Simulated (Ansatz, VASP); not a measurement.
# Two plane-wave programs on As

```
CELL_PARAMETERS angstrom
-1.71885 1.71885 1.71885
1.71885 -1.71885 1.71885
1.71885 1.71885 -1.71885
ATOMIC_POSITIONS crystal
As 0.00000 0.00000 0.00000
```

Alike in both runs: task single point; functional r2SCAN; k mesh 15 × 15 × 15; occupations fermi-dirac, width 0.1 eV; no spin polarisation.

|  | VASP | Ansatz |
| --- | --- | --- |
| version | VASP 6.6.1 | Ansatz 0.2.0 |
| potentials or method | VASP PAW PBE potentials, release 64 (As), cutoff 550 eV | plane waves (500 eV) with PAW, scalar-relativistic |
| valence electrons in the cell | 5 | 15 |

Ansatz gave:

```
pressure (GPa) : -5.6
```

Q: Estimate VASP's values.

A: Pressure (GPa): -5.7.

VASP's potentials were made for PBE, not for r2SCAN. VASP's potentials hold 5 valence electrons a cell and Ansatz's 15, so a difference there can come from the potentials and not from the codes.
